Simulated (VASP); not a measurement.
# Cd7S (P3m1) in VASP: single point with PBE

Aim: the single point of Cd7S with PBE.

Everything below comes from runs of VASP 6.6.1. Logs are shortened: lines on timing, memory, paths and dates and some standing lists are left out, and cuts for length are marked.

**1. The cell of the first run**

It takes space group P3m1 (No. 156, trigonal). The conventional cell has a = 3.660 Å, b = 3.660 Å, c = 17.057 Å, α = 90.00°, β = 90.00°, γ = 120.00°. Cd (site symmetry 3m) has 3 S at 2.53 Å and 3 Cd at 3.05 Å within 3.3 Å. Cd (site symmetry 3m) has 1 S at 2.49 Å and 3 Cd at 2.98 Å within 3.3 Å. Within 4.0 Å of Cd (site symmetry 3m) lie 12 Cd at 3.07 to 3.66 Å. Within 4.0 Å of Cd (site symmetry 3m) lie 12 Cd at 3.05 to 3.66 Å. Cd (site symmetry 3m) has 12 Cd at 2.98 to 3.66 Å within 3.9 Å. Cd (site symmetry 3m) has 12 Cd at 3.03 to 3.66 Å within 4.0 Å. Within 4.0 Å of Cd (site symmetry 3m) lie 12 Cd at 3.07 to 3.66 Å. S (site symmetry 3m) has 4 Cd at 2.49 to 2.53 Å within 3.3 Å.

**2. Single point, PBE**

The input, INCAR:

```
SYSTEM = Cd7S
PREC = Accurate
ENCUT = 520
EDIFF = 1E-7
ISMEAR = 0
SIGMA = 0.2
LREAL = .False.
LASPH = .True.
NELM = 60
ALGO = Normal
ISIF = 2
LWAVE = .False.
LCHARG = .False.
GGA = PE
NBANDS = 55
```

The input, KPOINTS:

```
regular mesh
0
Gamma
  5 5 1
  0 0 0
```

The input, POSCAR:

```
Cd7S
1.0
    3.6602689632      0.0000000000      0.0000000000
   -1.8301344816      3.1698859068      0.0000000000
    0.0000000000      0.0000000000     17.0566471008
Cd S
7 1
Direct
    0.6666666667      0.3333333333      0.9157399782
    0.0000000000      0.0000000000      0.1428230231
    0.0000000000      0.0000000000      0.6556721906
    0.3333333333      0.6666666667      0.7863992818
    0.3333333333      0.6666666667      0.2659785321
    0.0000000000      0.0000000000      0.3935862938
    0.3333333333      0.6666666667      0.5249353046
    0.0000000000      0.0000000000     -0.0031346042
```

Potentials or basis: VASP PAW PBE potentials, release 64 (Cd, S).

Started as:

```console
$ cat potpaw_PBE.64/Cd/POTCAR potpaw_PBE.64/S/POTCAR > POTCAR
$ mpirun -np 1 vasp_std > vasp.out
```

OUTCAR:

```text
SYSTEM = Cd7S
   PREC = Accurate
   ENCUT = 520
   EDIFF = 1E-7
   ISMEAR = 0
   LREAL = .False.
   LASPH = .True.
   NELM = 60
   ISIF = 2
   GGA = PE

 ion  position               nearest neighbor table
   1  0.667  0.333  0.916-   8 2.53   8 2.53   8 2.53   4 3.05   4 3.05   4 3.05
   2  0.000  0.000  0.143-   8 2.49   5 2.98   5 2.98   5 2.98
   3  0.000  0.000  0.656-   4 3.07   4 3.07   4 3.07   7 3.07   7 3.07   7 3.07
   4  0.333  0.667  0.786-   1 3.05   1 3.05   1 3.05   3 3.07   3 3.07   3 3.07
   5  0.333  0.667  0.266-   2 2.98   2 2.98   2 2.98   6 3.03   6 3.03   6 3.03
   6  0.000  0.000  0.394-   5 3.03   5 3.03   5 3.03   7 3.08   7 3.08   7 3.08
   7  0.333  0.667  0.525-   3 3.07   3 3.07   3 3.07   6 3.08   6 3.08   6 3.08
   8  0.000  0.000  0.997-   2 2.49   1 2.53   1 2.53   1 2.53

  LATTYP: Found a hexagonal cell.
 ALAT       =     3.6602689632
 C/A-ratio  =     4.6599436468

  Lattice vectors:

 A1 = (   3.6602689632,   0.0000000000,   0.0000000000)
 A2 = (  -1.8301344816,   3.1698859068,   0.0000000000)
 A3 = (   0.0000000000,   0.0000000000,  17.0566471008)

Analysis of symmetry for initial positions (statically):
=====================================================================
 Subroutine PRICEL returns:
 Original cell was already a primitive cell.

 Routine SETGRP: Setting up the symmetry group for a
 hexagonal supercell.

 Subroutine GETGRP returns: Found  6 space group operations
 (whereof  6 operations were pure point group operations)
 out of a pool of 24 trial point group operations.

The static configuration has the point symmetry C_3v.

Analysis of symmetry for dynamics (positions and initial velocities):
=====================================================================
 Subroutine PRICEL returns:
 Original cell was already a primitive cell.

 Routine SETGRP: Setting up the symmetry group for a
 hexagonal supercell.

 Subroutine GETGRP returns: Found  6 space group operations
 (whereof  6 operations were pure point group operations)
 out of a pool of 24 trial point group operations.

The dynamic configuration has the point symmetry C_3v.

 Subroutine INISYM returns: Found  6 space group operations
 (whereof  6 operations are pure point group operations),
 and found     1 'primitive' translations

----------------------------------------------------------------------------------------

[... 89 lines left out ...]
   NFREE  =      0    steps in history (QN), initial steepest desc. (CG)
   ISIF   =      2    stress and relaxation
   ISYM   =      2    0-nonsym 1-usesym 2-fastsym
   POTIM  = 0.5000    time-step for ionic-motion
   TEBEG  =    0.0;   TEEND  =   0.0 temperature during run
   PSTRESS=    0.0 pullay stress
   NELECT =      90.0000    total number of electrons
   NUPDOWN=      -1.0000    fix difference up-down
   EMIN   =  10.00;   EMAX   =-10.00  energy-range for DOS
   EFERMI =   0.00;   METHOD = LEGACY
   ISMEAR =     0;   SIGMA  =   0.20  broadening in eV -4-tet -1-fermi 0-gaus
   EFERMI_NEDOS =   21; number of points for ismear=-14 and -15
   IALGO  =     38    algorithm
   IMIX   =      4    mixing-type and parameters
     AMIX     =   0.40;   BMIX     =  1.00
     AMIX_MAG =   1.60;   BMIX_MAG =  1.00
  volume/ion in A,a.u.               =      24.74       166.94
  Fermi-wavevector in a.u.,A,eV,Ry     =   1.258942  2.379055 21.564334  1.584934
  Thomas-Fermi vector in A             =   2.392526
   LORBIT       =      0    0 simple, 1 ext, 2 COOP (PROOUT), +10 PAW based schemes
   GGA     = PE    functional components
   LHFCALC =     F    Hartree Fock is set to
   AEXX    =    0.0000 exact exchange contribution
   IVDW    =     0    specifies the selected vdW correction
   LEPSILON=     F    determine dielectric tensor
   LRPA    =     F    only Hartree local field effects (RPA)
 non-spin polarized calculation
 Gauss-broadening in eV      SIGMA  =   0.20
  energy-cutoff  :      520.00
  volume of cell :      197.90
 maximum number of plane-waves:      5334
 NGX is ok and might be reduce to    28
   NGX = 13   NGY = 13   NGZ = 63

 number of electron      89.9999991 magnetization

 Free energy of the ion-electron system (eV)
  ---------------------------------------------------
  ext. energy  EPLUGINS =         0.00000000
  ---------------------------------------------------
  free energy    TOTEN  =        -9.59270482 eV

  energy without entropy =       -9.57706613  energy(sigma->0) =       -9.58488547

 E-fermi :   2.0330     XC(G=0): -10.0645

 val. band max:        1.7754259633   @ k =   0.4000   0.2000   0.0000
 cond. band min:       2.3127545488   @ k =   0.4000  -0.0000   0.0000
 fundamental gap:      0.5373285855
 Fermi energy:         2.0329639206

 k-point     1 :       0.0000    0.0000    0.0000
  band No.  band energies     occupation
      1     -11.0965      2.00000
      2      -7.2821      2.00000
      3      -7.1593      2.00000
      4      -7.1593      2.00000
      5      -7.1332      2.00000
      6      -7.1332      2.00000
[... 279 lines left out ...]
     54       5.0719      0.00000
     55       6.5027      0.00000

------------------------ aborting loop because EDIFF is reached ----------------------------------------

  FORCE on cell =-STRESS in cart. coord.  units (eV):
  Direction    XX          YY          ZZ          XY          YZ          ZX
  --------------------------------------------------------------------------------------
  -------------------------------------------------------------------------------------
  Total        0.3292876      0.3292876      0.5257673     -0.0000000      0.0000000      0.0000000
  in kB        2.6658499      2.6658499      4.2565122     -0.0000000      0.0000000      0.0000000
  external PRESSURE =       3.1960707 kB  Pullay stress =       0.0000000 kB

 VOLUME and BASIS-vectors are now :
 -----------------------------------------------------------------------------
  energy-cutoff  :      520.00
  volume of cell :      197.90
      direct lattice vectors                 reciprocal lattice vectors
     3.660268963  0.000000000  0.000000000     0.273203967  0.157734384  0.000000000
    -1.830134482  3.169885907  0.000000000     0.000000000  0.315468767  0.000000000
     0.000000000  0.000000000 17.056647101     0.000000000  0.000000000  0.058628170

 POSITION                                       TOTAL-FORCE (eV/Angst)
 -----------------------------------------------------------------------------------
      1.83013      1.05663     15.61945         0.000000     -0.000000     -0.039041
      0.00000      0.00000      2.43608        -0.000000      0.000000      0.008343
      0.00000      0.00000     11.18357        -0.000000      0.000000      0.001081
     -0.00000      2.11326     13.41334         0.000000      0.000000     -0.034572
     -0.00000      2.11326      4.53670        -0.000000      0.000000     -0.000467
      0.00000      0.00000      6.71326        -0.000000      0.000000      0.001621
     -0.00000      2.11326      8.95364         0.000000      0.000000      0.005994
      0.00000      0.00000     17.00318         0.000000     -0.000000      0.057041
 -----------------------------------------------------------------------------------
    total drift:                               -0.000000      0.000000     -0.001919

  FREE ENERGIE OF THE ION-ELECTRON SYSTEM (eV)
  ---------------------------------------------------
  free  energy   TOTEN  =        -9.5927048151 eV

  energy  without entropy=       -9.5770661335  energy(sigma->0) =       -9.58488547
```

OSZICAR:

```text
N       E                     dE             d eps       ncg     rms          rms(c)
DAV:   1     0.714363302133E+03    0.71436E+03   -0.46168E+04   550   0.158E+03
DAV:   2     0.196146369907E+02   -0.69475E+03   -0.67388E+03   578   0.423E+02
DAV:   3    -0.105130561306E+02   -0.30128E+02   -0.29883E+02   613   0.920E+01
DAV:   4    -0.108185154555E+02   -0.30546E+00   -0.30522E+00   606   0.724E+00
DAV:   5    -0.108211589702E+02   -0.26435E-02   -0.26434E-02   606   0.649E-01    0.111E+01
DAV:   6    -0.962098277307E+01    0.12002E+01   -0.39862E+00   665   0.160E+01    0.748E+00
DAV:   7    -0.963862518552E+01   -0.17642E-01   -0.25008E+00   594   0.139E+01    0.511E+00
DAV:   8    -0.960166997543E+01    0.36955E-01   -0.48867E-01   599   0.893E+00    0.125E+00
DAV:   9    -0.959204546847E+01    0.96245E-02   -0.13993E-01   639   0.378E+00    0.476E-01
DAV:  10    -0.959283003804E+01   -0.78457E-03   -0.30799E-02   592   0.184E+00    0.309E-01
DAV:  11    -0.959252899563E+01    0.30104E-03   -0.28642E-03   617   0.564E-01    0.187E-01
DAV:  12    -0.959268442425E+01   -0.15543E-03   -0.55903E-04   592   0.201E-01    0.903E-02
DAV:  13    -0.959270024066E+01   -0.15816E-04   -0.25997E-04   654   0.130E-01    0.375E-02
DAV:  14    -0.959270550026E+01   -0.52596E-05   -0.54803E-05   620   0.491E-02    0.188E-02
DAV:  15    -0.959270552922E+01   -0.28962E-07   -0.57142E-06   578   0.198E-02    0.169E-02
DAV:  16    -0.959270512134E+01    0.40789E-06   -0.20338E-06   613   0.956E-03    0.529E-03
DAV:  17    -0.959270481663E+01    0.30471E-06   -0.69004E-07   624   0.109E-02    0.212E-03
DAV:  18    -0.959270481515E+01    0.14807E-08   -0.25769E-07   421   0.530E-03
   1 F= -.95927048E+01 E0= -.95848855E+01  d E =-.156387E-01
```

stdout:

```text
POSCAR found type information on POSCAR CdS
 POSCAR found :  2 types and       8 ions
 scaLAPACK will be used
 LDA part: xc-table for (Slater+PW92), standard interpolation
 POSCAR, INCAR and KPOINTS ok, starting setup
 FFT: planning ... GRIDC
 FFT: planning ... GRID_SOFT
 FFT: planning ... GRID
 WAVECAR not read
 entering main loop
```

Run time: 42 s. Hardware: 1 thread of Intel Xeon 6975P-C (Granite Rapids), shared host; peak memory 0.3 GiB.

What came out:

| Item | Value |
| --- | --- |
| Free energy | -9.5927 eV |
| Pressure | 0.3 GPa |
| Largest force | 0.057 eV/Å |
| Band gap on the k mesh | zero (band 45 reaches 2.78 eV, above the bottom of band 46 at 1.69 eV) |

Forces in eV/Å, atoms in the order of the input:
```
Cd   0.000  0.000 -0.039
Cd   0.000  0.000  0.008
Cd   0.000  0.000  0.001
Cd   0.000  0.000 -0.035
Cd   0.000  0.000  0.000
Cd   0.000  0.000  0.002
Cd   0.000  0.000  0.006
S    0.000  0.000  0.057
```

Caveat: the k points lie up to 0.40 Å⁻¹ apart.
